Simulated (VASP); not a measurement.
Here is a VASP 6.6.1 calculation.

File INCAR:

```
PREC = Accurate ; ENCUT = 520
EDIFF = 1E-6 ; ISMEAR = -1
SIGMA = 0.05 ; LREAL = F
LASPH = T ; NELM = 60
ALGO = Normal ; ISIF = 2
LWAVE = F ; LCHARG = T
GGA = RE ; LELF = T
LVHAR = T ; NBANDS = 25
```

File KPOINTS:

```
regular mesh
0
Gamma
  7 7 9
```

POSCAR

```
Ti
1.0
    4.6142514669      0.0000000000      0.0000000000
   -2.3071257334      3.9960589898      0.0000000000
    0.0000000000      0.0000000000      2.8487352083
Ti
3
Direct
    0.6666666667      0.3333333333      0.5000000000
    0.3333333333      0.6666666667      0.5000000000
    0.0000000000      0.0000000000      0.0000000000
```

Potentials or basis: VASP PAW PBE potentials, release 64 (Ti_sv).

Launch:

```console
$ cat potpaw_PBE.64/Ti_sv/POTCAR > POTCAR
$ mpirun -np 1 vasp_std > vasp.out
```

What does it give for the band gap on the k mesh?

Zero (bands 18 and 19 overlap by 0.24 eV).

Predict the pressure.

-0.2 GPa.

Caveat: the PAW data sets were made with another functional, which shifts forces and pressure a little.
